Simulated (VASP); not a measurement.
# TaF3 (P4/mmm) in VASP: notebook

TaF3 is run at these levels: PBE; tasks: single point.

Program: VASP 6.6.1. These are calculated values, not measurements. Logs are shortened: lines on timing, memory, paths and dates and some standing lists are left out, and cuts for length are marked.

## 1. The cell of the first run

The structure is tetragonal, space group P4/mmm (No. 123). Conventional cell: a = 4.018 Å, b = 4.018 Å, c = 3.843 Å, α = 90.00°, β = 90.00°, γ = 90.00°. Within 2.5 Å of Ta (site symmetry 4/mmm) lie 6 F at 1.92 to 2.01 Å. F (site symmetry mmm) has 2 Ta at 2.01 Å and 8 F at 2.78 to 2.84 Å within 2.9 Å. Within 2.5 Å of F (site symmetry 4/mmm) lie 2 Ta at 1.92 Å.

## 2. Single point, PBE (strain +0.030 along x and y, -0.015 along z)

INCAR reads:

```
PREC     = Accurate       # precision mode
ENCUT    = 520            # plane-wave cutoff, eV
EDIFF    = 1E-6           # SCF threshold, eV
ISMEAR   = 0              # smearing method
SIGMA    = 0.15           # smearing width, eV
LREAL    = F              # projectors in reciprocal space
LASPH    = T              # aspherical terms in the spheres
NELM     = 60             # most SCF steps
ALGO     = Normal         # electronic algorithm
ISIF     = 2              # what is computed and relaxed
LWAVE    = F              # write WAVECAR
LCHARG   = T              # write CHGCAR
GGA      = PE             # functional
LELF     = T              # ELF
LVHAR    = T            
NBANDS   = 24             # bands
```

KPOINTS reads:

```
Automatic mesh
0
Gamma
  12 12 12
```

POSCAR reads:

```
TaF3
1.0
    4.0182360000      0.0000000000      0.0000000000
    0.0000000000      4.0182360000      0.0000000000
    0.0000000000      0.0000000000      3.8426820000
Ta F
1 3
Direct
    0.0000000000      0.0000000000      0.0000000000
    0.5000000000      0.0000000000      0.0000000000
    0.0000000000      0.5000000000      0.0000000000
    0.0000000000      0.0000000000      0.5000000000
```

Potentials or basis: VASP PAW PBE potentials, release 64 (Ta_pv, F).

Started as:

```sh
cat potpaw_PBE.64/Ta_pv/POTCAR potpaw_PBE.64/F/POTCAR > POTCAR
mpirun -np 1 vasp_std > vasp.out
```

OUTCAR:

```text
PREC = Accurate
   ENCUT = 520
   EDIFF = 1E-6
   ISMEAR = 0
   LREAL = F
   LASPH = T
   NELM = 60
   ISIF = 2
   GGA = PE

 ion  position               nearest neighbor table
   1  0.000  0.000  0.000-   4 1.92   4 1.92   2 2.01   3 2.01   3 2.01   2 2.01
   2  0.500  0.000  0.000-   1 2.01   1 2.01
   3  0.000  0.500  0.000-   1 2.01   1 2.01
   4  0.000  0.000  0.500-   1 1.92   1 1.92

  LATTYP: Found a simple tetragonal cell.
 ALAT       =     4.0182360000
 C/A-ratio  =     0.9563106796

  Lattice vectors:

 A1 = (   4.0182360000,   0.0000000000,   0.0000000000)
 A2 = (   0.0000000000,   4.0182360000,   0.0000000000)
 A3 = (   0.0000000000,   0.0000000000,   3.8426820000)

Analysis of symmetry for initial positions (statically):
=====================================================================
 Subroutine PRICEL returns:
 Original cell was already a primitive cell.

 Routine SETGRP: Setting up the symmetry group for a
 simple tetragonal supercell.

 Subroutine GETGRP returns: Found 16 space group operations
 (whereof 16 operations were pure point group operations)
 out of a pool of 16 trial point group operations.

The static configuration has the point symmetry D_4h.

Analysis of symmetry for dynamics (positions and initial velocities):
=====================================================================
 Subroutine PRICEL returns:
 Original cell was already a primitive cell.

 Routine SETGRP: Setting up the symmetry group for a
 simple tetragonal supercell.

 Subroutine GETGRP returns: Found 16 space group operations
 (whereof 16 operations were pure point group operations)
 out of a pool of 16 trial point group operations.

The dynamic configuration has the point symmetry D_4h.

 Subroutine INISYM returns: Found 16 space group operations
 (whereof 16 operations are pure point group operations),
 and found     1 'primitive' translations

----------------------------------------------------------------------------------------

                                     Primitive cell

  volume of cell :      62.0448

  direct lattice vectors                    reciprocal lattice vectors
     4.018236000  0.000000000  0.000000000     0.248865423  0.000000000  0.000000000
     0.000000000  4.018236000  0.000000000     0.000000000  0.248865423  0.000000000
     0.000000000  0.000000000  3.842682000     0.000000000  0.000000000  0.260234909

  length of vectors
     4.018236000  4.018236000  3.842682000     0.248865423  0.248865423  0.260234909

  position of ions in fractional coordinates (direct lattice)
     0.000000000  0.000000000  0.000000000
     0.500000000  0.000000000  0.000000000
     0.000000000  0.500000000  0.000000000
     0.000000000  0.000000000  0.500000000

  ion indices of the primitive-cell ions
   primitive index   ion index
                 1           1
                 2           2
                 3           3
                 4           4

----------------------------------------------------------------------------------------

 KPOINTS: Automatic mesh

Automatic generation of k-mesh.
 Grid dimensions read from file:
 generate k-points for:   12   12   12

 Generating k-lattice:

  Cartesian coordinates                     Fractional coordinates (reciprocal lattice)
     0.020738785  0.000000000  0.000000000     0.083333333  0.000000000  0.000000000
     0.000000000  0.020738785  0.000000000     0.000000000  0.083333333  0.000000000
     0.000000000  0.000000000  0.021686242     0.000000000  0.000000000  0.083333333

  Length of vectors
     0.020738785  0.020738785  0.021686242

  Shift w.r.t. Gamma in fractional coordinates (k-lattice)
     0.000000000  0.000000000  0.000000000

 Subroutine IBZKPT returns following result:
 ===========================================

 Found    196 irreducible k-points:

 Following reciprocal coordinates:
            Coordinates               Weight
  0.000000  0.000000  0.000000      1.000000
  0.083333  0.000000  0.000000      4.000000
  0.166667  0.000000  0.000000      4.000000
  0.250000  0.000000  0.000000      4.000000
  0.333333  0.000000  0.000000      4.000000
  0.416667  0.000000  0.000000      4.000000
[... 16 lines left out ...]
  0.333333  0.333333  0.000000      4.000000
  0.416667  0.333333  0.000000      8.000000
 [... further k-points ...]
   k-points           NKPTS =    196   k-points in BZ     NKDIM =    196   number of bands    NBANDS=     24
   number of dos      NEDOS =    301   number of ions     NIONS =      4
   total plane-waves  NPLWV =  27000
   dimension x,y,z NGX =    30 NGY =   30 NGZ =   30
   dimension x,y,z NGXF=    60 NGYF=   60 NGZF=   60
   ions per type =               1   3
   NGX,Y,Z   is equivalent  to a cutoff of  12.41, 12.41, 12.98 a.u.
   NGXF,Y,Z  is equivalent  to a cutoff of  24.82, 24.82, 25.96 a.u.
 SYSTEM =  unknown system
   PREC   = accura    normal or accurate (medium, high low for compatibility)
   ISTART =      0    job   : 0-new  1-cont  2-samecut
   ICHARG =      2    charge: 1-file 2-atom 10-const
   ISPIN  =      1    spin polarized calculation?
   LNONCOLLINEAR =      F non collinear calculations
   LSORBIT =      F    spin-orbit coupling
   LASPH  =      T    aspherical Exc in radial PAW
   ENCUT  =  520.0 eV  38.22 Ry    6.18 a.u.   7.47  7.47  7.14*2*pi/ulx,y,z
   NELM   =     60;   NELMIN=  2; NELMDL= -5     # of ELM steps
   EDIFF  = 0.1E-05   stopping-criterion for ELM
   LREAL  =      F    real-space projection
   EDIFFG = 0.1E-04   stopping-criterion for IOM
   NSW    =      0    number of steps for IOM
   IBRION =     -1    ionic relax: 0-MD 1-quasi-New 2-CG
   NFREE  =      0    steps in history (QN), initial steepest desc. (CG)
   ISIF   =      2    stress and relaxation
   ISYM   =      2    0-nonsym 1-usesym 2-fastsym
   POTIM  = 0.5000    time-step for ionic-motion
   TEBEG  =    0.0;   TEEND  =   0.0 temperature during run
   PSTRESS=    0.0 pullay stress
   NELECT =      32.0000    total number of electrons
   NUPDOWN=      -1.0000    fix difference up-down
   EMIN   =  10.00;   EMAX   =-10.00  energy-range for DOS
   EFERMI =   0.00;   METHOD = LEGACY
   ISMEAR =     0;   SIGMA  =   0.15  broadening in eV -4-tet -1-fermi 0-gaus
   EFERMI_NEDOS =   21; number of points for ismear=-14 and -15
   IALGO  =     38    algorithm
   IMIX   =      4    mixing-type and parameters
     AMIX     =   0.40;   BMIX     =  1.00
     AMIX_MAG =   1.60;   BMIX_MAG =  1.00
  volume/ion in A,a.u.               =      15.51       104.67
  Fermi-wavevector in a.u.,A,eV,Ry     =   1.312874  2.480972 23.451521  1.723638
  Thomas-Fermi vector in A             =   2.443236
   LORBIT       =      0    0 simple, 1 ext, 2 COOP (PROOUT), +10 PAW based schemes
   GGA     = PE    functional components
   LHFCALC =     F    Hartree Fock is set to
   AEXX    =    0.0000 exact exchange contribution
   IVDW    =     0    specifies the selected vdW correction
   LEPSILON=     F    determine dielectric tensor
   LRPA    =     F    only Hartree local field effects (RPA)
 non-spin polarized calculation
 Gauss-broadening in eV      SIGMA  =   0.15
  energy-cutoff  :      520.00
  volume of cell :       62.04
 maximum number of plane-waves:      1690
 NGX is ok and might be reduce to    30
   NGX = 15   NGY = 15   NGZ = 15

 number of electron      31.9999978 magnetization

 Free energy of the ion-electron system (eV)
  ---------------------------------------------------
  ext. energy  EPLUGINS =         0.00000000
  ---------------------------------------------------
  free energy    TOTEN  =       -26.29507005 eV

  energy without entropy =      -26.26412192  energy(sigma->0) =      -26.27959599

 E-fermi :   4.5033     XC(G=0):  -8.8311

 val. band max:        4.5013353926   @ k =   0.3333   0.3333   0.0833
 cond. band min:       4.5084387876   @ k =   0.1667   0.0000   0.0000
 fundamental gap:      0.0071033949
 Fermi energy:         4.5032601335

 k-point     1 :       0.0000    0.0000    0.0000
  band No.  band energies     occupation
      1     -32.6379      2.00000
      2     -32.4460      2.00000
      3     -32.4460      2.00000
      4     -24.6424      2.00000
      5     -23.7743      2.00000
      6     -23.5945      2.00000
[... 16 lines left out ...]
     23      13.1112      0.00000
     24      13.4969      0.00000

 k-point     2 :       0.0833    0.0000    0.0000
  band No.  band energies     occupation
      1     -32.6376      2.00000
      2     -32.4634      2.00000
      3     -32.4457      2.00000
      4     -24.6405      2.00000
      5     -23.7483      2.00000
      6     -23.5647      2.00000
[... 16 lines left out ...]
     23      13.0605      0.00000
     24      13.5461      0.00000

 k-point     3 :       0.1667    0.0000    0.0000
  band No.  band energies     occupation
      1     -32.6369      2.00000
      2     -32.5104      2.00000
      3     -32.4450      2.00000
      4     -24.6357      2.00000
      5     -23.7106      2.00000
      6     -23.4473      2.00000
[... 16 lines left out ...]
     23      13.2258      0.00000
     24      13.6945      0.00000

 k-point     4 :       0.2500    0.0000    0.0000
  band No.  band energies     occupation
      1     -32.6360      2.00000
      2     -32.5730      2.00000
      3     -32.4441      2.00000
      4     -24.6304      2.00000
      5     -23.6928      2.00000
      6     -23.2482      2.00000
[... 16 lines left out ...]
     23      13.4949      0.00000
     24      13.8979      0.00000

 k-point     5 :       0.3333    0.0000    0.0000
  band No.  band energies     occupation
      1     -32.6351      2.00000
      2     -32.6339      2.00000
      3     -32.4431      2.00000
      4     -24.6263      2.00000
      5     -23.6851      2.00000
      6     -23.0334      2.00000
[... 16 lines left out ...]
     23      13.8214      0.00000
     24      14.2078      0.00000

 k-point     6 :       0.4167    0.0000    0.0000
  band No.  band energies     occupation
      1     -32.6774      2.00000
      2     -32.6344      2.00000
      3     -32.4424      2.00000
      4     -24.6235      2.00000
      5     -23.6814      2.00000
      6     -22.8698      2.00000
[... 16 lines left out ...]
     23      14.0964      0.00000
     24      14.4874      0.00000
[... 379 lines left out ...]
 k-point    21 :       0.4167    0.2500    0.0000
  band No.  band energies     occupation
      1     -32.6753      2.00000
      2     -32.6326      2.00000
      3     -32.5693      2.00000
      4     -24.6133      2.00000
      5     -23.2550      2.00000
      6     -22.8673      2.00000
[... 16 lines left out ...]
     23      11.7393      0.00000
     24      13.2654      0.00000

 k-point    22 :       0.5000    0.2500    0.0000
  band No.  band energies     occupation
      1     -32.6910      2.00000
      2     -32.6323      2.00000
      3     -32.5690      2.00000
      4     -24.6125      2.00000
      5     -23.2538      2.00000
      6     -22.8064      2.00000
[... 16 lines left out ...]
     23      12.2097      0.00000
     24      12.7639      0.00000

 k-point    23 :       0.3333    0.3333    0.0000
  band No.  band energies     occupation
      1     -32.6323      2.00000
      2     -32.6311      2.00000
      3     -32.6304      2.00000
      4     -24.6122      2.00000
      5     -23.0592      2.00000
      6     -23.0074      2.00000
[... 16 lines left out ...]
     23      10.5921      0.00000
     24      13.2467      0.00000

 k-point    24 :       0.4167    0.3333    0.0000
  band No.  band energies     occupation
      1     -32.6742      2.00000
      2     -32.6317      2.00000
      3     -32.6300      2.00000
      4     -24.6098      2.00000
      5     -23.0335      2.00000
      6     -22.8659      2.00000
[... 16 lines left out ...]
     23      10.9107      0.00000
     24      12.5579      0.00000

 [... further k-points ...]

------------------------ aborting loop because EDIFF is reached ----------------------------------------

  FORCE on cell =-STRESS in cart. coord.  units (eV):
  Direction    XX          YY          ZZ          XY          YZ          ZX
  --------------------------------------------------------------------------------------
  -------------------------------------------------------------------------------------
  Total        4.6288880      4.6288880     11.7240225      0.0000000     -0.0000000      0.0000000
  in kB      119.5313784    119.5313784    302.7484289      0.0000000     -0.0000000      0.0000000
  external PRESSURE =     180.6037286 kB  Pullay stress =       0.0000000 kB

 VOLUME and BASIS-vectors are now :
 -----------------------------------------------------------------------------
  energy-cutoff  :      520.00
  volume of cell :       62.04
      direct lattice vectors                 reciprocal lattice vectors
     4.018236000  0.000000000  0.000000000     0.248865423  0.000000000  0.000000000
     0.000000000  4.018236000  0.000000000     0.000000000  0.248865423  0.000000000
     0.000000000  0.000000000  3.842682000     0.000000000  0.000000000  0.260234909

 POSITION                                       TOTAL-FORCE (eV/Angst)
 -----------------------------------------------------------------------------------
      0.00000      0.00000      0.00000         0.000000      0.000000      0.000000
      2.00912      0.00000      0.00000         0.000000      0.000000      0.000000
      0.00000      2.00912      0.00000         0.000000      0.000000      0.000000
      0.00000      0.00000      1.92134         0.000000      0.000000      0.000000
 -----------------------------------------------------------------------------------
    total drift:                                0.000000      0.000000      0.000000

  FREE ENERGIE OF THE ION-ELECTRON SYSTEM (eV)
  ---------------------------------------------------
  free  energy   TOTEN  =       -26.2950700539 eV

  energy  without entropy=      -26.2641219245  energy(sigma->0) =      -26.27959599
```

It took 1.7 min on 1 thread of Intel Xeon 6975P-C (Granite Rapids), shared host; peak memory 0.35 GiB.

What came out:

* Free energy: -26.2951 eV
* Pressure: 18.1 GPa
* Band gap on the k mesh: zero (bands 16 and 17 overlap by 2.63 eV)

Caveat: the cell differs from its parent crystal (strain +0.030 along x and y, -0.015 along z); the stress differs along the axes, from 12 to 30 GPa; spin-orbit coupling is left out, which moves the levels of the heavy elements.

(Continued in part 2 of 2.)
